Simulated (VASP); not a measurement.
# Cu2O (Cuprite) (Pn-3m) in VASP: dielectric tensor with LDA

Aim: the dielectric tensor of Cu2O (Cuprite) with LDA.

Everything below comes from runs of VASP 6.6.1. Logs are shortened: lines on timing, memory, paths and dates and some standing lists are left out, and cuts for length are marked.

### Step 1. The cell of the first run

Symmetry: Pn-3m, No. 224, cubic system. The conventional cell has a = 4.260 Å, b = 4.260 Å, c = 4.260 Å, α = 90.00°, β = 90.00°, γ = 90.00°. Cu (site symmetry -3m) has 2 O at 1.84 Å within 2.4 Å. Within 2.4 Å of O (site symmetry -43m) lie 4 Cu at 1.84 Å.

### Step 2. Dielectric tensor, LDA

INCAR

```
SYSTEM = Cu2O
ALGO     = Normal         ! electronic algorithm
EDIFF    = 1E-8           ! SCF threshold, eV
ENCUT    = 520            ! plane-wave cutoff, eV
GGA_COMPAT= .False.      
ISIF     = 2              ! what is computed and relaxed
ISMEAR   = 0              ! smearing method
LASPH    = .True.         ! aspherical terms in the spheres
LCHARG   = .False.        ! write CHGCAR
LEPSILON = .True.         ! dielectric tensor by DFPT
LREAL    = .False.        ! projectors in reciprocal space
LWAVE    = .False.        ! write WAVECAR
NELM     = 120            ! most SCF steps
PREC     = Accurate       ! precision mode
SIGMA    = 0.01           ! smearing width, eV
```

KPOINTS

```
k-points
0
Gamma
  6 6 6
  0 0 0
```

POSCAR

```
Cu2O
1.0
    4.2600000000      0.0000000000      0.0000000000
    0.0000000000      4.2600000000      0.0000000000
    0.0000000000      0.0000000000      4.2600000000
Cu O
4 2
Direct
    0.2500000000      0.2500000000      0.2500000000
    0.2500000000      0.7500000000      0.7500000000
    0.7500000000      0.7500000000      0.2500000000
    0.7500000000      0.2500000000      0.7500000000
    0.0000000000      0.0000000000      0.0000000000
    0.5000000000      0.5000000000      0.5000000000
```

Potentials or basis: VASP PAW LDA potentials, release 64 (Cu, O).

Launch:

```
> cat potpaw_LDA.64/Cu/POTCAR potpaw_LDA.64/O/POTCAR > POTCAR
> mpirun -np 1 vasp_std > vasp.out
```

OUTCAR:

```text
SYSTEM = Cu2O
   EDIFF = 1E-8
   ENCUT = 520
   ISIF = 2
   ISMEAR = 0
   LASPH = .True.
   LEPSILON = .True.
   LREAL = .False.
   NELM = 120
   PREC = Accurate

 ion  position               nearest neighbor table
   1  0.250  0.250  0.250-   5 1.84   6 1.84
   2  0.250  0.750  0.750-   5 1.84   6 1.84
   3  0.750  0.750  0.250-   5 1.84   6 1.84
   4  0.750  0.250  0.750-   5 1.84   6 1.84
   5  0.000  0.000  0.000-   1 1.84   2 1.84   3 1.84   4 1.84
   6  0.500  0.500  0.500-   1 1.84   2 1.84   3 1.84   4 1.84

  LATTYP: Found a simple cubic cell.
 ALAT       =     4.2600000000

  Lattice vectors:

 A1 = (   4.2600000000,   0.0000000000,   0.0000000000)
 A2 = (   0.0000000000,   4.2600000000,   0.0000000000)
 A3 = (   0.0000000000,   0.0000000000,   4.2600000000)

Analysis of symmetry for initial positions (statically):
=====================================================================
 Subroutine PRICEL returns:
 Original cell was already a primitive cell.

 Routine SETGRP: Setting up the symmetry group for a
 simple cubic supercell.

 Subroutine GETGRP returns: Found 48 space group operations
 (whereof 24 operations were pure point group operations)
 out of a pool of 48 trial point group operations.

The static configuration has the point symmetry T_d .
 The point group associated with its full space group is O_h .

Analysis of symmetry for dynamics (positions and initial velocities):
=====================================================================
 Subroutine PRICEL returns:
 Original cell was already a primitive cell.

 Routine SETGRP: Setting up the symmetry group for a
 simple cubic supercell.

 Subroutine GETGRP returns: Found 48 space group operations
 (whereof 24 operations were pure point group operations)
 out of a pool of 48 trial point group operations.

The dynamic configuration has the point symmetry T_d .
 The point group associated with its full space group is O_h .

 Subroutine INISYM returns: Found 48 space group operations
 (whereof 24 operations are pure point group operations),
 and found     1 'primitive' translations

----------------------------------------------------------------------------------------

                                     Primitive cell

  volume of cell :      77.3088

  direct lattice vectors                    reciprocal lattice vectors
     4.260000000  0.000000000  0.000000000     0.234741784  0.000000000  0.000000000
     0.000000000  4.260000000  0.000000000     0.000000000  0.234741784  0.000000000
     0.000000000  0.000000000  4.260000000     0.000000000  0.000000000  0.234741784

  length of vectors
     4.260000000  4.260000000  4.260000000     0.234741784  0.234741784  0.234741784

  position of ions in fractional coordinates (direct lattice)
     0.250000000  0.250000000  0.250000000
     0.250000000  0.750000000  0.750000000
     0.750000000  0.750000000  0.250000000
     0.750000000  0.250000000  0.750000000
     0.000000000  0.000000000  0.000000000
     0.500000000  0.500000000  0.500000000

  ion indices of the primitive-cell ions
   primitive index   ion index
                 1           1
                 2           2
                 3           3
                 4           4
                 5           5
                 6           6

----------------------------------------------------------------------------------------

 KPOINTS: k-points

Automatic generation of k-mesh.
 Grid dimensions read from file:
 generate k-points for:    6    6    6

 Generating k-lattice:

  Cartesian coordinates                     Fractional coordinates (reciprocal lattice)
     0.039123631  0.000000000  0.000000000     0.166666667  0.000000000  0.000000000
     0.000000000  0.039123631  0.000000000     0.000000000  0.166666667  0.000000000
     0.000000000  0.000000000  0.039123631     0.000000000  0.000000000  0.166666667

  Length of vectors
     0.039123631  0.039123631  0.039123631

  Shift w.r.t. Gamma in fractional coordinates (k-lattice)
     0.000000000  0.000000000  0.000000000

 Subroutine IBZKPT returns following result:
 ===========================================

 Found     20 irreducible k-points:

 Following reciprocal coordinates:
            Coordinates               Weight
  0.000000  0.000000  0.000000      1.000000
  0.166667  0.000000  0.000000      6.000000
  0.333333  0.000000  0.000000      6.000000
[... 49 lines left out ...]
   EFERMI =   0.00;   METHOD = LEGACY
   ISMEAR =     0;   SIGMA  =   0.01  broadening in eV -4-tet -1-fermi 0-gaus
   EFERMI_NEDOS =   21; number of points for ismear=-14 and -15
   IALGO  =     38    algorithm
   IMIX   =      4    mixing-type and parameters
     AMIX     =   0.40;   BMIX     =  1.00
     AMIX_MAG =   1.60;   BMIX_MAG =  1.00
  volume/ion in A,a.u.               =      12.88        86.95
  Fermi-wavevector in a.u.,A,eV,Ry     =   1.470261  2.778391 29.411289  2.161669
  Thomas-Fermi vector in A             =   2.585540
   LORBIT       =      0    0 simple, 1 ext, 2 COOP (PROOUT), +10 PAW based schemes
   GGA     = CA    functional components
   LHFCALC =     F    Hartree Fock is set to
   AEXX    =    0.0000 exact exchange contribution
   IVDW    =     0    specifies the selected vdW correction
   LEPSILON=     T    determine dielectric tensor
   LRPA    =     F    only Hartree local field effects (RPA)
 non-spin polarized calculation
 Gauss-broadening in eV      SIGMA  =   0.01
  energy-cutoff  :      520.00
  volume of cell :       77.31
 maximum number of plane-waves:      2103
 NGX is ok and might be reduce to    32
   NGX = 15   NGY = 15   NGZ = 15

--------------------------------------- Ionic step        1  -------------------------------------------

 number of electron      56.0000097 magnetization

 E-fermi :   4.5001     XC(G=0): -11.4993

 val. band max:        4.4401334950   @ k =   0.0000   0.0000   0.0000
 cond. band min:       4.9856151931   @ k =   0.0000   0.0000   0.0000
 fundamental gap:      0.5454816981
 Fermi energy:         4.5001335143

 k-point     1 :       0.0000    0.0000    0.0000
  band No.  band energies     occupation
      1     -15.3915      2.00000
      2     -14.6075      2.00000
      3      -2.8442      2.00000
      4      -2.8442      2.00000
      5      -2.8442      2.00000
      6      -0.4243      2.00000
[... 709 lines left out ...]
     32       9.3141      0.00000
     33       9.3141      0.00000

  FORCE on cell =-STRESS in cart. coord.  units (eV):
  Direction    XX          YY          ZZ          XY          YZ          ZX
  --------------------------------------------------------------------------------------
  -------------------------------------------------------------------------------------
  Total       -3.5690556     -3.5690556     -3.5690556      0.0000000      0.0000000     -0.0000000
  in kB      -73.9665044    -73.9665044    -73.9665044      0.0000000      0.0000000     -0.0000000
  external PRESSURE =     -73.9665044 kB  Pullay stress =       0.0000000 kB

 VOLUME and BASIS-vectors are now :
 -----------------------------------------------------------------------------
  energy-cutoff  :      520.00
  volume of cell :       77.31
      direct lattice vectors                 reciprocal lattice vectors
     4.260000000  0.000000000  0.000000000     0.234741784  0.000000000  0.000000000
     0.000000000  4.260000000  0.000000000     0.000000000  0.234741784  0.000000000
     0.000000000  0.000000000  4.260000000     0.000000000  0.000000000  0.234741784

 POSITION                                       TOTAL-FORCE (eV/Angst)
 -----------------------------------------------------------------------------------
      1.06500      1.06500      1.06500         0.000000      0.000000     -0.000000
      1.06500      3.19500      3.19500        -0.000000     -0.000000      0.000000
      3.19500      3.19500      1.06500         0.000000      0.000000     -0.000000
      3.19500      1.06500      3.19500        -0.000000     -0.000000      0.000000
      0.00000      0.00000      0.00000        -0.000000     -0.000000     -0.000000
      2.13000      2.13000      2.13000        -0.000000     -0.000000     -0.000000
 -----------------------------------------------------------------------------------
    total drift:                               -0.000000      0.000000      0.000000

  FREE ENERGIE OF THE ION-ELECTRON SYSTEM (eV)
  ---------------------------------------------------
  free  energy   TOTEN  =       -32.4937797523 eV

  energy  without entropy=      -32.4937797523  energy(sigma->0) =      -32.49377975

 HEAD OF MICROSCOPIC STATIC DIELECTRIC TENSOR (INDEPENDENT PARTICLE, excluding Hartree and local field effects)
 ------------------------------------------------------
           9.911720     0.000000    -0.000000
          -0.000000     9.911720     0.000000
          -0.000000    -0.000000     9.911720
 ------------------------------------------------------

 Free energy of the ion-electron system (eV)
  ---------------------------------------------------
  ---------------------------------------------------
  free energy    TOTEN  =        -1.86784064 eV

  energy without entropy =       -1.86784064

------------------------ aborting loop because EDIFF is reached ----------------------------------------

--------------------------------------- Ionic step        2  -------------------------------------------

------------------------ aborting loop because EDIFF is reached ----------------------------------------

--------------------------------------- Ionic step        3  -------------------------------------------

 Free energy of the ion-electron system (eV)
  ---------------------------------------------------
  ---------------------------------------------------
  free energy    TOTEN  =        -1.86784494 eV

  energy without entropy =       -1.86784494

------------------------ aborting loop because EDIFF is reached ----------------------------------------

 PIEZOELECTRIC TENSOR FIELD DIRECTION 3  (e Angst)
 -----------------------------------------------------------------------------
     0.00041  0.00000  0.00000           (  0.00014  0.00000  0.00000)
     0.00000  0.00041  0.00000           (  0.00000  0.00014  0.00000)
     0.00000  0.00000  0.00912           (  0.00000  0.00000  0.00067)

 PIEZOELECTRIC TENSOR FIELD DIRECTION 3  (C/m^2)
 -----------------------------------------------------------------------------
     0.00008  0.00000  0.00000
     0.00000  0.00008  0.00000
     0.00000  0.00000  0.00189

 MACROSCOPIC STATIC DIELECTRIC TENSOR (including local field effects in DFT)
 ------------------------------------------------------
           9.498136     0.000000     0.000000
           0.000000     9.498136    -0.000000
           0.000000    -0.000000     9.498136
 ------------------------------------------------------

 PIEZOELECTRIC TENSOR (including local field effects)  for field in x, y, z        (e  Angst)
          XX          YY          ZZ          XY          YZ          ZX
  --------------------------------------------------------------------------------
  x    -0.00000     0.00000    -0.00000     0.00000    -0.00000     0.00000
  y    -0.00000    -0.00000    -0.00000    -0.00000     0.00000    -0.00000
  z    -0.00000     0.00000     0.00000     0.00000     0.00000     0.00000

 PIEZOELECTRIC TENSOR (including local field effects)  for field in x, y, z        (C/m^2)
          XX          YY          ZZ          XY          YZ          ZX
  --------------------------------------------------------------------------------
  x    -0.00000     0.00000    -0.00000     0.00000    -0.00000     0.00000
  y    -0.00000    -0.00000    -0.00000    -0.00000     0.00000    -0.00000
  z    -0.00000     0.00000     0.00000     0.00000     0.00000     0.00000

 BORN EFFECTIVE CHARGES (including local field effects) (in |e|, cummulative output)
 ---------------------------------------------------------------------------------
 ion    1
    1     0.84412     0.38879     0.38879
    2     0.38879     0.84412     0.38879
    3     0.38879     0.38879     0.84412
 ion    2
    1     0.84412    -0.38879    -0.38879
    2    -0.38879     0.84412     0.38879
    3    -0.38879     0.38879     0.84412
 ion    3
    1     0.84412     0.38879    -0.38879
    2     0.38879     0.84412    -0.38879
    3    -0.38879    -0.38879     0.84412
 ion    4
    1     0.84412    -0.38879     0.38879
    2    -0.38879     0.84412    -0.38879
    3     0.38879    -0.38879     0.84412
 ion    5
    1    -1.68825    -0.00000     0.00000
    2     0.00000    -1.68825     0.00000
    3     0.00000     0.00000    -1.68825
 ion    6
    1    -1.68825    -0.00000    -0.00000
    2     0.00000    -1.68825     0.00000
    3     0.00000     0.00000    -1.68825
```

It took 19 min on 1 thread of AMD EPYC 7R13, shared host; peak memory 0.35 GiB.

What came out:

```yaml
Band_gap_on_the_k_mesh: 0.55 eV, direct
Electronic_dielectric_tensor_diagonal: 9.50
Born_charges_mean_of_the_diagonal: Cu +0.84; O -1.69 e
```

Electronic dielectric tensor:
```
9.50 0.00 0.00
0.00 9.50 0.00
0.00 0.00 9.50
```

Born effective charge tensors (e):
atom 1, Cu
```
0.84 0.39 0.39
0.39 0.84 0.39
0.39 0.39 0.84
```
atom 2, Cu
```
 0.84 -0.39 -0.39
-0.39  0.84  0.39
-0.39  0.39  0.84
```
atom 3, Cu
```
 0.84  0.39 -0.39
 0.39  0.84 -0.39
-0.39 -0.39  0.84
```
atom 4, Cu
```
 0.84 -0.39  0.39
-0.39  0.84 -0.39
 0.39 -0.39  0.84
```
atom 5, O
```
-1.69  0.00  0.00
 0.00 -1.69  0.00
 0.00  0.00 -1.69
```
atom 6, O
```
-1.69  0.00  0.00
 0.00 -1.69  0.00
 0.00  0.00 -1.69
```

Caveat: the gap is small at this level, which inflates the dielectric constant. A k mesh can miss the band edges.
